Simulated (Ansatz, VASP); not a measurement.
## Ta4S4Br in VASP and in Ansatz

```xyz
9
Lattice="3.6079 0.0000 0.0000 -1.8039 3.1245 0.0000 0.0000 0.0000 14.7778" Properties=species:S:1:pos:R:3 pbc="T T T"
Ta    0.0000    0.0000   12.0308
Ta    0.0000    0.0000    2.7470
Ta    0.0000    2.0830    5.1028
Ta    1.8039    1.0415    9.6750
S     0.0000    2.0830   10.5890
S     1.8039    1.0415   13.4209
S     0.0000    2.0830    1.3569
S     1.8039    1.0415    4.1888
Br    0.0000    0.0000    7.3889
```

Alike in both runs: task single point; functional PBE; dispersion D3(BJ); k mesh 6 × 6 × 2; occupations gaussian, width 0.1 eV; collinear spin.

```csv
,VASP,Ansatz
version,VASP 6.6.1,Ansatz 0.2.0
potentials or method,"VASP PAW PBE potentials, release 64 (Ta_pv, S, Br), cutoff 520 eV","scalar-relativistic, plane waves, PAW"
valence electrons in the cell,75,83
```

Ansatz gave:

```
gap on the k mesh at the Fermi level (eV)                     : none
pressure (GPa)                                                : 0.0
traceless stress, the component that is largest in VASP (GPa) : 0.02
rms of the force components (eV/Å)                            : 0.005
net moment per atom (μB)                                      : 0.00
```

Problem. Which values does VASP return?

Solution. gap on the k mesh at the Fermi level (eV): none; pressure (GPa): 0.2; traceless stress, the component that is largest in VASP (GPa): -0.06; rms of the force components (eV/Å): 0.009; net moment per atom (μB): 0.00.

Atom by atom the forces differ by 0.008 eV/Å (rms over components). A gap of «none» marks a metal or a gap that the smearing closes. VASP's potentials hold 75 valence electrons a cell and Ansatz's 83, so a difference there can come from the potentials and not from the codes. Ansatz's warnings: seeded moment not kept.

Neither program's run includes spin-orbit coupling.
